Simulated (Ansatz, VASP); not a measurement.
# Two plane-wave programs on Si

```
Si
1.0
     0.00000    3.99399    0.00000
    -0.77562    0.00000    6.53093
     7.18046   -1.99700    0.00000
Si
8
Direct
  0.05553 0.87396 0.11106
  0.94447 0.12604 0.88894
  0.55900 0.65340 0.11800
  0.44100 0.34660 0.88200
  0.21274 0.05731 0.42549
  0.78726 0.94269 0.57451
  0.72711 0.58558 0.45422
  0.27289 0.41442 0.54578
```

Alike in both runs: task single point; functional PBE; k mesh 10 × 6 × 10; occupations gaussian, width 0.05 eV; no spin polarisation.

|  | VASP | Ansatz |
| --- | --- | --- |
| version | VASP 6.6.1 | Ansatz 0.2.0 |
| potentials or method | VASP PAW PBE potentials, release 64 (Si), cutoff 520 eV | scalar-relativistic, plane waves, PAW |
| valence electrons in the cell | 32 | 32 |

|  | VASP | Ansatz | Ansatz less VASP |
| --- | --- | --- | --- |
| gap on the k mesh at the Fermi level (eV) | 0.38 | 0.37 | -0.002 |
| pressure (GPa) | -6.7 | -6.6 | +0.06 |
| traceless stress, the component that is largest in VASP (GPa) | -0.38 | -0.37 | +0.003 |
| rms of the force components (eV/Å) | 0.129 | 0.128 | -0.0012 |

Atom by atom the forces differ by 0.002 eV/Å (rms over components). With one functional, cell and mesh, what is left measures potentials, basis and numerics.
